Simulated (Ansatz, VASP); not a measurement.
## Au: VASP beside Ansatz

```xyz
1
Lattice="0.0000 2.0675 2.0675 2.0675 0.0000 2.0675 2.0675 2.0675 0.0000" Properties=species:S:1:pos:R:3 pbc="T T T"
Au    0.0000    0.0000    0.0000
```

Alike in both runs: task single point; functional PBEsol; k mesh 22 × 22 × 22; occupations fermi-dirac, width 0.1 eV; no spin polarisation.

```csv
,VASP,Ansatz
version,VASP 6.6.1,Ansatz 0.2.0
potentials or method,"VASP PAW PBE potentials, release 64 (Au), cutoff 520 eV","plane waves (420 eV) with PAW, scalar-relativistic"
valence electrons in the cell,11,19
```

```tsv
	VASP	Ansatz	Ansatz less VASP
pressure (GPa)	-6.2	-5.9	+0.25
```

VASP's potentials were made for PBE, not for PBEsol, and Ansatz warns of the same on its side. The functional is the same, so the differences come from potentials, cutoffs and numerics. VASP's potentials hold 11 valence electrons a cell and Ansatz's 19, so a difference there can come from the potentials and not from the codes.

Neither program's run includes spin-orbit coupling.
